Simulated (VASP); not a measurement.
# MgO (Fm-3m) in VASP: notebook, part 2 of 2

VASP 6.6.1. The steps go on from the part before.

## Step 3: Single point, r2SCAN

POSCAR reads:

```
MgO
1.0
    0.0000000000      2.1375000000      2.1375000000
    2.1375000000      0.0000000000      2.1375000000
    2.1375000000      2.1375000000      0.0000000000
Mg O
1 1
Direct
    0.0000000000      0.0000000000      0.0000000000
    0.5000000000      0.5000000000      0.5000000000
```

INCAR.step1 reads:

```
PREC = Accurate
ENCUT = 660
ISMEAR = 0
SIGMA = 0.01
LREAL = F
LASPH = T
NELM = 120
NBANDS = 11
GGA = PE
ALGO = Normal
EDIFF = 1E-5
LWAVE = T
LCHARG = F
GGA_COMPAT = F
```

INCAR.step2 reads:

```
PREC = Accurate
ENCUT = 660
EDIFF = 1E-6
ISMEAR = 0
SIGMA = 0.01
LREAL = F
LASPH = T
NELM = 120
ALGO = Normal
ISIF = 2
LWAVE = F
LCHARG = F
METAGGA = R2SCAN
LMIXTAU = T
NBANDS = 11
ISTART = 1
GGA_COMPAT = F
```

KPOINTS reads:

```
regular mesh
0
Gamma
  9 9 9
```

Potentials or basis: VASP PAW PBE potentials, release 64 (Mg, O).

On the command line:

```sh
$ cat potpaw_PBE.64/Mg/POTCAR potpaw_PBE.64/O/POTCAR > POTCAR
$ cp INCAR.step1 INCAR
$ mpirun -np 1 vasp_std > vasp.out
$ cp INCAR.step2 INCAR
$ mpirun -np 1 vasp_std > vasp.out
```

OUTCAR:

```text
PREC = Accurate
   ENCUT = 660
   EDIFF = 1E-6
   ISMEAR = 0
   LREAL = F
   LASPH = T
   NELM = 120
   ISIF = 2
   METAGGA = R2SCAN
   ISTART = 1

 ion  position               nearest neighbor table
   1  0.000  0.000  0.000-   2 2.14   2 2.14   2 2.14   2 2.14   2 2.14   2 2.14
   2  0.500  0.500  0.500-   1 2.14   1 2.14   1 2.14   1 2.14   1 2.14   1 2.14

  LATTYP: Found a face centered cubic cell.
 ALAT       =     4.2750000000

  Lattice vectors:

 A1 = (   0.0000000000,   2.1375000000,   2.1375000000)
 A2 = (   2.1375000000,   0.0000000000,   2.1375000000)
 A3 = (   2.1375000000,   2.1375000000,   0.0000000000)

Analysis of symmetry for initial positions (statically):
=====================================================================
 Subroutine PRICEL returns:
 Original cell was already a primitive cell.

 Routine SETGRP: Setting up the symmetry group for a
 face centered cubic supercell.

 Subroutine GETGRP returns: Found 48 space group operations
 (whereof 48 operations were pure point group operations)
 out of a pool of 48 trial point group operations.

[... 164 lines left out ...]

 val. band max:        2.4548384786   @ k =   0.0000   0.0000   0.0000
 cond. band min:       7.6246235055   @ k =   0.0000   0.0000   0.0000
 fundamental gap:      5.1697850269
 Fermi energy:         2.5989080268

 k-point     1 :       0.0000    0.0000    0.0000
  band No.  band energies     occupation
      1     -15.5229      2.00000
      2       2.4548      2.00000
      3       2.4548      2.00000
      4       2.4548      2.00000
      5       7.6246      0.00000
      6      19.0298      0.00000
      7      19.0298      0.00000
      8      19.0298      0.00000
      9      23.0499      0.00000
     10      24.7702      0.00000
     11      24.7702      0.00000
[... 309 lines left out ...]
 k-point    24 :       0.4444    0.4444    0.0000
  band No.  band energies     occupation
      1     -14.1907      2.00000
      2      -1.3956      2.00000
      3       1.1767      2.00000
      4       1.1767      2.00000
      5      12.5266      0.00000
      6      12.9945      0.00000
      7      16.2644      0.00000
      8      22.0364      0.00000
      9      22.0364      0.00000
     10      28.4758      0.00000
     11      29.7827      0.00000

 [... further k-points ...]
[... 5 lines left out ...]
  --------------------------------------------------------------------------------------
  -------------------------------------------------------------------------------------
  Total       -1.0855976     -1.0855976     -1.0855976      0.0000000     -0.0000000      0.0000000
  in kB      -89.0494152    -89.0494152    -89.0494152      0.0000000     -0.0000000      0.0000000
  external PRESSURE =     -89.0494152 kB  Pullay stress =       0.0000000 kB

 VOLUME and BASIS-vectors are now :
 -----------------------------------------------------------------------------
  energy-cutoff  :      660.00
  volume of cell :       19.53
      direct lattice vectors                 reciprocal lattice vectors
     0.000000000  2.137500000  2.137500000    -0.233918129  0.233918129  0.233918129
     2.137500000  0.000000000  2.137500000     0.233918129 -0.233918129  0.233918129
     2.137500000  2.137500000  0.000000000     0.233918129  0.233918129 -0.233918129

 POSITION                                       TOTAL-FORCE (eV/Angst)
 -----------------------------------------------------------------------------------
      0.00000      0.00000      0.00000         0.000000      0.000000      0.000000
      2.13750      2.13750      2.13750        -0.000000     -0.000000     -0.000000
 -----------------------------------------------------------------------------------
    total drift:                                0.000000      0.000000      0.000000

  FREE ENERGIE OF THE ION-ELECTRON SYSTEM (eV)
  ---------------------------------------------------
  free  energy   TOTEN  =       -16.1381217396 eV

  energy  without entropy=      -16.1381217396  energy(sigma->0) =      -16.13812174
```

OSZICAR.step1:

```text
N       E                     dE             d eps       ncg     rms          rms(c)
DAV:   1     0.178574064474E+02    0.17857E+02   -0.51456E+03   850   0.780E+02
DAV:   2    -0.128127438817E+02   -0.30670E+02   -0.30003E+02   877   0.149E+02
DAV:   3    -0.134659986374E+02   -0.65325E+00   -0.65281E+00   959   0.195E+01
DAV:   4    -0.134676003816E+02   -0.16017E-02   -0.16017E-02   833   0.107E+00
DAV:   5    -0.134676060593E+02   -0.56777E-05   -0.56777E-05   917   0.632E-02    0.717E+00
DAV:   6    -0.119366872574E+02    0.15309E+01   -0.91103E+00   800   0.164E+01    0.231E+00
DAV:   7    -0.119205372432E+02    0.16150E-01   -0.64557E-02   842   0.226E+00    0.136E+00
DAV:   8    -0.119144967472E+02    0.60405E-02   -0.31948E-02   797   0.201E+00    0.256E-01
DAV:   9    -0.119140761455E+02    0.42060E-03   -0.57779E-04   881   0.171E-01    0.148E-01
DAV:  10    -0.119140272587E+02    0.48887E-04   -0.56350E-04   824   0.181E-01    0.807E-03
DAV:  11    -0.119140278940E+02   -0.63533E-06   -0.31989E-06   487   0.150E-02
   1 F= -.11914028E+02 E0= -.11914028E+02  d E =-.218310E-91
```

Wall time 91 s (1 thread of Intel Xeon 8259CL, shared host); peak memory 0.17 GiB.

Results:

- Free energy: -16.1381 eV
- Pressure: -8.9 GPa
- Band gap on the k mesh: 5.17 eV, direct

Levels at points of the mesh, in eV from the valence-band top:
| k point | band 1 | band 2 | band 3 | band 4 | band 5 | band 6 | band 7 | band 8 |
| --- | --- | --- | --- | --- | --- | --- | --- | --- |
| (0.00, 0.00, 0.00) | -17.98 | 0.00 | 0.00 | 0.00 | 5.17 | 16.58 | 16.58 | 16.58 |

Caveat: the PAW data sets were made with another functional, which shifts forces and pressure a little. r2SCAN opens gaps a little over a GGA but as a rule still falls short of measured ones.

## Step 4: Single point, r2SCAN

POSCAR is that of step 3.

INCAR.step1 reads:

```
PREC = Accurate
ENCUT = 660
ISMEAR = -1
SIGMA = 0.02
LREAL = False
LASPH = True
NELM = 120
NBANDS = 15
GGA = PE
ALGO = Normal
EDIFF = 1E-5
LWAVE = True
LCHARG = False
GGA_COMPAT = False
```

INCAR.step2 reads:

```
PREC = Accurate
ENCUT = 660
EDIFF = 1E-6
ISMEAR = -1
SIGMA = 0.02
LREAL = False
LASPH = True
NELM = 120
ALGO = Normal
ISIF = 2
LWAVE = False
LCHARG = True
METAGGA = R2SCAN
LMIXTAU = True
LELF = True
LVHAR = True
NBANDS = 15
ISTART = 1
GGA_COMPAT = False
```

KPOINTS reads:

```
Automatic mesh
0
Gamma
  9 9 9
```

Potentials or basis: VASP PAW PBE potentials, release 64 (Mg_sv, O).

On the command line:

```sh
$ cat potpaw_PBE.64/Mg_sv/POTCAR potpaw_PBE.64/O/POTCAR > POTCAR
$ cp INCAR.step1 INCAR
$ mpirun -np 1 vasp_std > vasp.out
$ cp INCAR.step2 INCAR
$ mpirun -np 1 vasp_std > vasp.out
```

Wall time 2.4 min (1 thread of AMD EPYC 7R43 (Zen 3), shared host); peak memory 0.13 GiB.

It converged, with:

| Quantity | Value |
| --- | --- |
| Free energy | -16.1561 eV |
| Pressure | -7.7 GPa |
| Band gap on the k mesh | 5.22 eV, direct |

Levels at points of the mesh, in eV from the valence-band top:
```tsv
k point	band 5	band 6	band 7	band 8	band 9	band 10	band 11	band 12
(0.00, 0.00, 0.00)	-17.97	0.00	0.00	0.00	5.22	16.60	16.60	16.60
```

Caveat: the PAW data sets were made with another functional, which shifts forces and pressure a little. r2SCAN opens gaps a little over a GGA but as a rule still falls short of measured ones.

## Step 5: The runs side by side

```csv
potentials or basis,k mesh,smearing,second run,gap on the mesh (eV),pressure (GPa)
"VASP PAW PBE potentials, release 64 (Mg, O)",5 × 5 × 5,fermi-dirac 0.02 eV,-,5.17,-8.9
"VASP PAW PBE potentials, release 64 (Mg, O)",9 × 9 × 9,gaussian 0.01 eV,-,5.17,-8.9
"VASP PAW PBE potentials, release 64 (Mg_sv, O)",9 × 9 × 9,fermi-dirac 0.02 eV,valence_matched,5.22,-7.7
```

Alike in all rows: task single point; level r2SCAN; no spin polarisation; cell as given; cutoff (eV) 660.

Caveats: some runs use coarse meshes; the PAW data sets were made with another functional, which shifts forces and pressure a little.

Total energies depend on the potentials used, so only differences within one code and one set of settings carry meaning.
